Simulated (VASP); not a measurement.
# GaF (F-43m) in VASP: settings compared

Aim: see how the results for GaF move with the level of theory and the settings. Levels: r2SCAN50, HF. Tasks: single point, relaxation of cell and atoms.

Everything below comes from runs of VASP 6.6.1. Logs are shortened: lines on timing, memory, paths and dates and some standing lists are left out, and cuts for length are marked.

## 1. The cell of the first run

It takes space group F-43m (No. 216, cubic). The conventional cell has a = 5.692 Å, b = 5.692 Å, c = 5.692 Å, α = 90.00°, β = 90.00°, γ = 90.00°. Within 3.3 Å of Ga (site symmetry -43m) lie 4 F at 2.46 Å. Within 3.3 Å of F (site symmetry -43m) lie 4 Ga at 2.46 Å.

## 2. Single point, r2SCAN50

The input, POSCAR:

```
GaF
1.0
    0.0000000000      2.8462400000      2.8462400000
    2.8462400000      0.0000000000      2.8462400000
    2.8462400000      2.8462400000      0.0000000000
Ga F
1 1
Direct
    0.2500000000      0.2500000000      0.2500000000
    0.0000000000      0.0000000000      0.0000000000
```

The input, INCAR.step1:

```
ALGO     = Normal         # electronic algorithm
EDIFF    = 1E-5           # SCF threshold, eV
ENCUT    = 520            # plane-wave cutoff, eV
GGA      = PE             # functional
ISIF     = 2              # what is computed and relaxed
ISMEAR   = -1             # smearing method
LASPH    = True           # aspherical terms in the spheres
LCHARG   = False          # write CHGCAR
LREAL    = False          # projectors in reciprocal space
LWAVE    = True           # write WAVECAR
NBANDS   = 17             # bands
NELM     = 100            # most SCF steps
PREC     = Accurate       # precision mode
SIGMA    = 0.05           # smearing width, eV
```

The input, INCAR.step2:

```
AEXX     = 0.5            # exact-exchange fraction
ALGO     = Normal         # electronic algorithm
EDIFF    = 1E-6           # SCF threshold, eV
ENCUT    = 520            # plane-wave cutoff, eV
ISIF     = 2              # what is computed and relaxed
ISMEAR   = -1             # smearing method
ISTART   = 1            
LASPH    = True           # aspherical terms in the spheres
LCHARG   = False          # write CHGCAR
LHFCALC  = True           # exact exchange
LMIXTAU  = True         
LREAL    = False          # projectors in reciprocal space
LWAVE    = False          # write WAVECAR
METAGGA  = R2SCAN         # meta-GGA
NBANDS   = 17             # bands
NELM     = 100            # most SCF steps
PREC     = Accurate       # precision mode
PRECFOCK = Normal       
SIGMA    = 0.05           # smearing width, eV
```

The input, KPOINTS:

```
k-points
0
Gamma
  4 4 4
```

Potentials or basis: VASP PAW PBE potentials, release 64 (Ga_d, F).

Started as:

```
$ cat potpaw_PBE.64/Ga_d/POTCAR potpaw_PBE.64/F/POTCAR > POTCAR
$ cp INCAR.step1 INCAR
$ mpirun -np 1 vasp_std > vasp.out
$ cp INCAR.step2 INCAR
$ mpirun -np 1 vasp_std > vasp.out
```

OUTCAR:

```text
AEXX = 0.5
   EDIFF = 1E-6
   ENCUT = 520
   ISIF = 2
   ISMEAR = -1
   ISTART = 1
   LASPH = True
   LHFCALC = True
   LREAL = False
   METAGGA = R2SCAN
   NELM = 100
   PREC = Accurate
   PRECFOCK = Normal

 ion  position               nearest neighbor table
   1  0.250  0.250  0.250-
   2  0.000  0.000  0.000-

  LATTYP: Found a face centered cubic cell.
 ALAT       =     5.6924800000

  Lattice vectors:

 A1 = (   0.0000000000,   2.8462400000,   2.8462400000)
 A2 = (   2.8462400000,   0.0000000000,   2.8462400000)
 A3 = (   2.8462400000,   2.8462400000,   0.0000000000)

Analysis of symmetry for initial positions (statically):
=====================================================================
 Subroutine PRICEL returns:
 Original cell was already a primitive cell.

 Routine SETGRP: Setting up the symmetry group for a
 face centered cubic supercell.

 Subroutine GETGRP returns: Found 24 space group operations
 (whereof 24 operations were pure point group operations)
 out of a pool of 48 trial point group operations.

The static configuration has the point symmetry T_d .

Analysis of symmetry for dynamics (positions and initial velocities):
=====================================================================
 Subroutine PRICEL returns:
 Original cell was already a primitive cell.

 Routine SETGRP: Setting up the symmetry group for a
 face centered cubic supercell.

 Subroutine GETGRP returns: Found 24 space group operations
 (whereof 24 operations were pure point group operations)
 out of a pool of 48 trial point group operations.

The dynamic configuration has the point symmetry T_d .

 Subroutine INISYM returns: Found 24 space group operations
 (whereof 24 operations are pure point group operations),
 and found     1 'primitive' translations

----------------------------------------------------------------------------------------

                                     Primitive cell

  volume of cell :      46.1152

  direct lattice vectors                    reciprocal lattice vectors
     0.000000000  2.846240000  2.846240000    -0.175670358  0.175670358  0.175670358
     2.846240000  0.000000000  2.846240000     0.175670358 -0.175670358  0.175670358
     2.846240000  2.846240000  0.000000000     0.175670358  0.175670358 -0.175670358

  length of vectors
     4.025191210  4.025191210  4.025191210     0.304269986  0.304269986  0.304269986

  position of ions in fractional coordinates (direct lattice)
     0.250000000  0.250000000  0.250000000
     0.000000000  0.000000000  0.000000000

  ion indices of the primitive-cell ions
   primitive index   ion index
                 1           1
                 2           2

----------------------------------------------------------------------------------------

 KPOINTS: k-points

Automatic generation of k-mesh.
 Grid dimensions read from file:
 generate k-points for:    4    4    4

 Generating k-lattice:

  Cartesian coordinates                     Fractional coordinates (reciprocal lattice)
    -0.043917590  0.043917590  0.043917590     0.250000000  0.000000000  0.000000000
     0.043917590 -0.043917590  0.043917590     0.000000000  0.250000000  0.000000000
     0.043917590  0.043917590 -0.043917590     0.000000000  0.000000000  0.250000000

  Length of vectors
     0.076067496  0.076067496  0.076067496

  Shift w.r.t. Gamma in fractional coordinates (k-lattice)
     0.000000000  0.000000000  0.000000000

 Subroutine IBZKPT returns following result:
 ===========================================

 Found      8 irreducible k-points:

 Following reciprocal coordinates:
            Coordinates               Weight
  0.000000  0.000000  0.000000      1.000000
  0.250000  0.000000  0.000000      8.000000
  0.500000  0.000000  0.000000      4.000000
  0.250000  0.250000  0.000000      6.000000
  0.500000  0.250000  0.000000     24.000000
 -0.250000  0.250000  0.000000     12.000000
  0.500000  0.500000  0.000000      3.000000
 -0.250000  0.500000  0.250000      6.000000
   k-points           NKPTS =      8   k-points in BZ     NKDIM =     64   number of bands    NBANDS=     17
   number of dos      NEDOS =    301   number of ions     NIONS =      2
   total plane-waves  NPLWV =  27000
   dimension x,y,z NGX =    30 NGY =   30 NGZ =   30
   dimension x,y,z NGXF=    60 NGYF=   60 NGZF=   60
   ions per type =               1   1
   NGX,Y,Z   is equivalent  to a cutoff of  12.39, 12.39, 12.39 a.u.
   NGXF,Y,Z  is equivalent  to a cutoff of  24.78, 24.78, 24.78 a.u.
 SYSTEM =  unknown system
   PREC   = accura    normal or accurate (medium, high low for compatibility)
   ISTART =      1    job   : 0-new  1-cont  2-samecut
   ICHARG =      0    charge: 1-file 2-atom 10-const
   ISPIN  =      1    spin polarized calculation?
   LNONCOLLINEAR =      F non collinear calculations
   LSORBIT =      F    spin-orbit coupling
   LASPH  =      T    aspherical Exc in radial PAW
   ENCUT  =  520.0 eV  38.22 Ry    6.18 a.u.   7.48  7.48  7.48*2*pi/ulx,y,z
   NELM   =    100;   NELMIN=  2; NELMDL=  0     # of ELM steps
   EDIFF  = 0.1E-05   stopping-criterion for ELM
   LREAL  =      F    real-space projection
   EDIFFG = 0.1E-04   stopping-criterion for IOM
   NSW    =      0    number of steps for IOM
   IBRION =     -1    ionic relax: 0-MD 1-quasi-New 2-CG
   NFREE  =      0    steps in history (QN), initial steepest desc. (CG)
   ISIF   =      2    stress and relaxation
   ISYM   =      3    0-nonsym 1-usesym 2-fastsym
   POTIM  = 0.5000    time-step for ionic-motion
   TEBEG  =    0.0;   TEEND  =   0.0 temperature during run
   PSTRESS=    0.0 pullay stress
   NELECT =      20.0000    total number of electrons
   NUPDOWN=      -1.0000    fix difference up-down
   EMIN   =  10.00;   EMAX   =-10.00  energy-range for DOS
   EFERMI =   0.00;   METHOD = LEGACY
   ISMEAR =    -1;   SIGMA  =   0.05  broadening in eV -4-tet -1-fermi 0-gaus
   EFERMI_NEDOS =   21; number of points for ismear=-14 and -15
   IALGO  =     38    algorithm
   IMIX   =      1    mixing-type and parameters
     AMIX     =   0.40;   BMIX     =  1.00
     AMIX_MAG =   1.60;   BMIX_MAG =  1.00
  volume/ion in A,a.u.               =      23.06       155.60
  Fermi-wavevector in a.u.,A,eV,Ry     =   1.239186  2.341723 20.892875  1.535583
  Thomas-Fermi vector in A             =   2.373680
   LORBIT       =      0    0 simple, 1 ext, 2 COOP (PROOUT), +10 PAW based schemes
   METAGGA = R2SCAN    functional components
   LHFCALC =     T    Hartree Fock is set to
   PRECFOCK=normal    Normal, Fast or Accurate (Low or Medium for compatibility)
   ENCUT4O =  -1.0   cutoff for four orbital integrals eV
   NKREDX  =     1    reduce k-point grid by
   NKREDY  =     1    reduce k-point grid by
   NKREDZ  =     1    reduce k-point grid by
   AEXX    =    0.5000 exact exchange contribution
   HFSCREEN=    0.0000 screening length (either q_TF or 0.3 A-1)
   HFSCREENC=   0.0000 screening length for correlation (either q_TF or 0.3 A-1)
   ENCUTFOCK=  -1.0 apply spherical cutoff to Coloumb kernel
   IVDW    =     0    specifies the selected vdW correction
   LEPSILON=     F    determine dielectric tensor
   LRPA    =     F    only Hartree local field effects (RPA)
 non-spin polarized calculation
  energy-cutoff  :      520.00
  volume of cell :       46.12
 maximum number of plane-waves:      1245
 NGX is ok and might be reduce to    30
  NGX = 24; NGY = 24; NGZ = 24

 number of electron      19.9999995 magnetization

 Free energy of the ion-electron system (eV)
  ---------------------------------------------------
  ext. energy  EPLUGINS =         0.00000000
  ---------------------------------------------------
  free energy    TOTEN  =       -17.80036971 eV

  energy without entropy =      -17.80036971  energy(sigma->0) =      -17.80036971

 E-fermi :  -1.0182     XC(G=0):  -4.8410

 val. band max:       -2.1147912688   @ k =  -0.2500   0.5000   0.2500
 cond. band min:       3.3721050750   @ k =   0.5000   0.5000   0.0000
 fundamental gap:      5.4868963438
 Fermi energy:        -1.0181624003

 k-point     1 :       0.0000    0.0000    0.0000
  band No.  band energies     occupation
      1     -29.3222      2.00000
      2     -20.6328      2.00000
      3     -20.6328      2.00000
      4     -20.6328      2.00000
      5     -20.6029      2.00000
      6     -20.6029      2.00000
[... 9 lines left out ...]
     16      15.3136      0.00000
     17      15.3136      0.00000

 k-point     2 :       0.2500    0.0000    0.0000
  band No.  band energies     occupation
      1     -29.3010      2.00000
      2     -20.6274      2.00000
      3     -20.6274      2.00000
      4     -20.6142      2.00000
      5     -20.6024      2.00000
      6     -20.6024      2.00000
[... 9 lines left out ...]
     16      14.4492      0.00000
     17      15.2199      0.00000

 k-point     3 :       0.5000    0.0000    0.0000
  band No.  band energies     occupation
      1     -29.2798      2.00000
      2     -20.6245      2.00000
      3     -20.6244      2.00000
      4     -20.5996      2.00000
      5     -20.5996      2.00000
      6     -20.5943      2.00000
[... 9 lines left out ...]
     16      14.2719      0.00000
     17      15.2660      0.00000

 k-point     4 :       0.2500    0.2500    0.0000
  band No.  band energies     occupation
      1     -29.2941      2.00000
      2     -20.6208      2.00000
      3     -20.6208      2.00000
      4     -20.6163      2.00000
      5     -20.6068      2.00000
      6     -20.5996      2.00000
[... 9 lines left out ...]
     16      17.6818      0.00000
     17      17.7720      0.00000

 k-point     5 :       0.5000    0.2500    0.0000
  band No.  band energies     occupation
      1     -29.2732      2.00000
      2     -20.6210      2.00000
      3     -20.6158      2.00000
      4     -20.6074      2.00000
      5     -20.5987      2.00000
      6     -20.5899      2.00000
[... 9 lines left out ...]
     16      16.2159      0.00000
     17      17.2333      0.00000

 k-point     6 :      -0.2500    0.2500    0.0000
  band No.  band energies     occupation
      1     -29.2801      2.00000
      2     -20.6235      2.00000
      3     -20.6203      2.00000
      4     -20.6036      2.00000
      5     -20.6035      2.00000
      6     -20.5920      2.00000
[... 9 lines left out ...]
     16      15.0077      0.00000
     17      16.6671      0.00000

 k-point     7 :       0.5000    0.5000    0.0000
  band No.  band energies     occupation
      1     -29.2664      2.00000
      2     -20.6139      2.00000
      3     -20.6085      2.00000
      4     -20.6085      2.00000
      5     -20.5964      2.00000
      6     -20.5960      2.00000
[... 9 lines left out ...]
     16      20.0427      0.00000
     17      20.0428      0.00000

 k-point     8 :      -0.2500    0.5000    0.2500
  band No.  band energies     occupation
      1     -29.2663      2.00000
      2     -20.6204      2.00000
      3     -20.6122      2.00000
      4     -20.6058      2.00000
      5     -20.6005      2.00000
      6     -20.5835      2.00000
[... 9 lines left out ...]
     16      15.5310      0.00000
     17      17.5892      0.00000

------------------------ aborting loop because EDIFF is reached ----------------------------------------

  FORCE on cell =-STRESS in cart. coord.  units (eV):
  Direction    XX          YY          ZZ          XY          YZ          ZX
  --------------------------------------------------------------------------------------
  -------------------------------------------------------------------------------------
  Total       -0.2670501     -0.2670501     -0.2670501     -0.0000000     -0.0000000     -0.0000000
  in kB       -9.2780932     -9.2780932     -9.2780932     -0.0000000     -0.0000000     -0.0000000
  external PRESSURE =      -9.2780932 kB  Pullay stress =       0.0000000 kB

 VOLUME and BASIS-vectors are now :
 -----------------------------------------------------------------------------
  energy-cutoff  :      520.00
  volume of cell :       46.12
      direct lattice vectors                 reciprocal lattice vectors
     0.000000000  2.846240000  2.846240000    -0.175670358  0.175670358  0.175670358
     2.846240000  0.000000000  2.846240000     0.175670358 -0.175670358  0.175670358
     2.846240000  2.846240000  0.000000000     0.175670358  0.175670358 -0.175670358

 POSITION                                       TOTAL-FORCE (eV/Angst)
 -----------------------------------------------------------------------------------
      1.42312      1.42312      1.42312         0.000000     -0.000000     -0.000000
      0.00000      0.00000      0.00000        -0.000000      0.000000      0.000000
 -----------------------------------------------------------------------------------
    total drift:                               -0.000086     -0.000055     -0.000056

  FREE ENERGIE OF THE ION-ELECTRON SYSTEM (eV)
  ---------------------------------------------------
  free  energy   TOTEN  =       -17.8003697121 eV

  energy  without entropy=      -17.8003697120  energy(sigma->0) =      -17.80036971
```

Run time: 5.5 min. Hardware: 1 thread of AMD EPYC 9R45 (Zen 5), shared host; peak memory 0.15 GiB.

What came out:

```
Free energy            : -17.8004 eV
Pressure               : -0.9 GPa
Band gap on the k mesh : 5.49 eV
```

Caveat: the k points lie up to 0.48 Å⁻¹ apart; the PAW data sets were made with another functional, which shifts forces and pressure a little. A k mesh can miss the band edges.

## 3. Single point, HF

POSCAR is that of step 2.

The input, INCAR.step1:

```
SYSTEM = GaF
PREC     = Accurate       ! precision mode
ENCUT    = 520            ! plane-wave cutoff, eV
EDIFF    = 1E-5           ! SCF threshold, eV
ISMEAR   = -1             ! smearing method
SIGMA    = 0.05           ! smearing width, eV
LREAL    = .FALSE.        ! projectors in reciprocal space
LASPH    = .TRUE.         ! aspherical terms in the spheres
NELM     = 80             ! most SCF steps
ALGO     = Normal         ! electronic algorithm
ISIF     = 2              ! what is computed and relaxed
LWAVE    = .TRUE.         ! write WAVECAR
LCHARG   = .FALSE.        ! write CHGCAR
NBANDS   = 17             ! bands
GGA      = PE             ! functional
```

The input, INCAR.step2:

```
SYSTEM = GaF
PREC     = Accurate       ! precision mode
ENCUT    = 520            ! plane-wave cutoff, eV
EDIFF    = 1E-7           ! SCF threshold, eV
ISMEAR   = -1             ! smearing method
SIGMA    = 0.05           ! smearing width, eV
LREAL    = .FALSE.        ! projectors in reciprocal space
LASPH    = .TRUE.         ! aspherical terms in the spheres
NELM     = 80             ! most SCF steps
ALGO     = Normal         ! electronic algorithm
ISIF     = 2              ! what is computed and relaxed
LWAVE    = .FALSE.        ! write WAVECAR
LCHARG   = .FALSE.        ! write CHGCAR
GGA      = PE             ! functional
LHFCALC  = .TRUE.         ! exact exchange
AEXX     = 1.0            ! exact-exchange fraction
ALDAC    = 0.0          
AGGAC    = 0.0          
PRECFOCK = Normal       
NBANDS   = 17             ! bands
ISTART   = 1
```

The input, KPOINTS:

```
Automatic mesh
0
G
  4 4 4
  0 0 0
```

Potentials or basis: VASP PAW PBE potentials, release 64 (Ga_d, F).

Started as:

```
$ cat potpaw_PBE.64/Ga_d/POTCAR potpaw_PBE.64/F/POTCAR > POTCAR
$ cp INCAR.step1 INCAR
$ mpirun -np 1 vasp_std > vasp.out
$ cp INCAR.step2 INCAR
$ mpirun -np 1 vasp_std > vasp.out
```

OUTCAR:

```text
SYSTEM = GaF
   PREC = Accurate
   ENCUT = 520
   EDIFF = 1E-7
   ISMEAR = -1
   LREAL = .FALSE.
   LASPH = .TRUE.
   NELM = 80
   ISIF = 2
   GGA = PE
   LHFCALC = .TRUE.
   AEXX = 1.0
   PRECFOCK = Normal
   ISTART = 1

 ion  position               nearest neighbor table
   1  0.250  0.250  0.250-
   2  0.000  0.000  0.000-

  LATTYP: Found a face centered cubic cell.
 ALAT       =     5.6924800000

  Lattice vectors:
[... 334 lines left out ...]
     16      18.9107      0.00000
     17      20.6984      0.00000

------------------------ aborting loop because EDIFF is reached ----------------------------------------

  FORCE on cell =-STRESS in cart. coord.  units (eV):
  Direction    XX          YY          ZZ          XY          YZ          ZX
  --------------------------------------------------------------------------------------
  -------------------------------------------------------------------------------------
  Total        0.9820285      0.9820285      0.9820285      0.0000000     -0.0000000      0.0000000
  in kB       34.1185168     34.1185168     34.1185168      0.0000000     -0.0000000      0.0000000
  external PRESSURE =      34.1185168 kB  Pullay stress =       0.0000000 kB

 VOLUME and BASIS-vectors are now :
 -----------------------------------------------------------------------------
  energy-cutoff  :      520.00
  volume of cell :       46.12
      direct lattice vectors                 reciprocal lattice vectors
     0.000000000  2.846240000  2.846240000    -0.175670358  0.175670358  0.175670358
     2.846240000  0.000000000  2.846240000     0.175670358 -0.175670358  0.175670358
     2.846240000  2.846240000  0.000000000     0.175670358  0.175670358 -0.175670358

 POSITION                                       TOTAL-FORCE (eV/Angst)
 -----------------------------------------------------------------------------------
      1.42312      1.42312      1.42312         0.000000      0.000000      0.000000
      0.00000      0.00000      0.00000        -0.000000     -0.000000     -0.000000
 -----------------------------------------------------------------------------------
    total drift:                                0.000003     -0.000000     -0.000000

  FREE ENERGIE OF THE ION-ELECTRON SYSTEM (eV)
  ---------------------------------------------------
  free  energy   TOTEN  =       -16.8489476189 eV

  energy  without entropy=      -16.8489476189  energy(sigma->0) =      -16.84894762
```

OUTCAR.step1:

```text
SYSTEM = GaF
   PREC = Accurate
   ENCUT = 520
   EDIFF = 1E-5
   ISMEAR = -1
   LREAL = .FALSE.
[... 363 lines left out ...]
      1.42312      1.42312      1.42312        -0.000000      0.000000     -0.000000
      0.00000      0.00000      0.00000         0.000000     -0.000000      0.000000
 -----------------------------------------------------------------------------------
    total drift:                                0.000000      0.000000     -0.000000

  FREE ENERGIE OF THE ION-ELECTRON SYSTEM (eV)
  ---------------------------------------------------
  free  energy   TOTEN  =        -7.5383275628 eV

  energy  without entropy=       -7.5383275627  energy(sigma->0) =       -7.53832756
```

It took 8.5 min on 1 thread of AMD EPYC 9R45 (Zen 5), shared host; peak memory 0.15 GiB.

What came out:

| Quantity | Value |
| --- | --- |
| Free energy | -16.8489 eV |
| Pressure | 3.4 GPa |
| Band gap on the k mesh | 8.63 eV |

Levels at points of the mesh, in eV from the valence-band top:
```csv
k point,band 6,band 7,band 8,band 9,band 10,band 11,band 12,band 13,band 14,band 15
"(0.00, 0.00, 0.00)",-23.06,-7.28,-7.28,-7.28,-4.73,14.51,14.51,14.51,17.12,20.89
"(0.50, 0.00, 0.00)",-23.06,-8.69,-7.40,-7.40,-1.24,8.95,14.28,14.28,17.44,19.97
"(0.50, 0.50, 0.00)",-23.05,-8.66,-7.62,-7.62,0.00,8.63,13.70,13.70,14.13,18.64
```

Caveat: the k points lie up to 0.48 Å⁻¹ apart; the PAW data sets were made with another functional, which shifts forces and pressure a little.

[end of part 1 of 2]
